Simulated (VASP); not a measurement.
Write the native input for VASP 6.6.1 that does the following.

- Task: relaxation of the atoms
- Functional: PBE
- Dispersion: D3(BJ)
- Potentials or basis: VASP PAW PBE potentials, release 64 (F, Li_sv)
- Cutoff: 520 eV
- k mesh: 3 × 3 × 1
- Occupations: gaussian, width 0.05 eV
- Spin: no spin polarisation
- Dipole correction: yes
- Atoms held fixed (from 0): [0, 1, 2, 3, 4, 5, 6, 7, 12, 13, 14, 15]
- Further INCAR settings: LREAL = Auto; ALGO = Normal; EDIFF = 1e-07; IBRION = 2; EDIFFG = -0.03; NSW = 90

The structure of LiF lies in POSCAR:

```
LiF
1.0
    5.6574268527      0.0000000000      0.0000000000
   -2.8287134264      4.8994753745      0.0000000000
    0.0000000000      0.0000000000     21.7740871026
F Li
12 12
Selective dynamics
Direct
    0.1666666667      0.3333333333      0.3674092035  F F F
    0.1666666667      0.8333333333      0.3674092035  F F F
    0.6666666667      0.3333333333      0.3674092035  F F F
    0.6666666667      0.8333333333      0.3674092035  F F F
    0.5000000000      0.5000000000      0.4734818407  F F F
    0.5000000000      0.0000000000      0.4734818407  F F F
    0.0000000000      0.5000000000      0.4734818407  F F F
    0.0000000000      0.0000000000      0.4734818407  F F F
    0.8333333333      0.6666666667      0.5795544779  T T T
    0.8333333333      0.1666666667      0.5795544779  T T T
    0.3333333333      0.6666666667      0.5795544779  T T T
    0.3333333333      0.1666666667      0.5795544779  T T T
    0.3333333333      0.1666666667      0.4204455221  F F F
    0.3333333333      0.6666666667      0.4204455221  F F F
    0.8333333333      0.1666666667      0.4204455221  F F F
    0.8333333333      0.6666666667      0.4204455221  F F F
    0.6666666667      0.3333333333      0.5265181593  T T T
    0.6666666667      0.8333333333      0.5265181593  T T T
    0.1666666667      0.3333333333      0.5265181593  T T T
    0.1666666667      0.8333333333      0.5265181593  T T T
    0.0000000000      0.5000000000      0.6325907965  T T T
    0.0000000000      0.0000000000      0.6325907965  T T T
    0.5000000000      0.5000000000      0.6325907965  T T T
    0.5000000000      0.0000000000      0.6325907965  T T T
```

These files were run (other wordings do the same):

INCAR

```
SYSTEM = LiF
  PREC = Accurate
  ENCUT = 520
  EDIFF = 1E-7
  ISMEAR = 0
  SIGMA = 0.05
  LREAL = Auto
  LASPH = .True.
  NELM = 100
  ALGO = Normal
  ISIF = 2
  LWAVE = .False.
  LCHARG = .False.
  LDIPOL = .True.
  IDIPOL = 3
  DIPOL = 0.5 0.5 0.500
  GGA = PE
  IVDW = 12
  IBRION = 2
  NSW = 90
  EDIFFG = -0.03
```

KPOINTS

```
regular mesh
0
Gamma
  3 3 1
  0 0 0
```

Potentials or basis: VASP PAW PBE potentials, release 64 (F, Li_sv).

Run with:

```bash
$ cat potpaw_PBE.64/F/POTCAR potpaw_PBE.64/Li_sv/POTCAR > POTCAR
$ mpirun -np 1 vasp_std > vasp.out
```

Results of the run:

```
Energy gained by relaxing  : 51.3 meV/atom
Ionic steps                : 17
Band gap on the k mesh     : zero (bands 60 and 61 overlap by 0.11 eV)
Dispersion energy per atom : -0.130 eV
```

Caveat: the k points lie up to 0.43 Å⁻¹ apart.

Wall time 70 min on 1 thread of Intel(R) Xeon(R) Platinum 8259CL CPU @ 2.50GHz (Skylake/Cascade Lake) (shared host), peak memory 0.7 GiB.
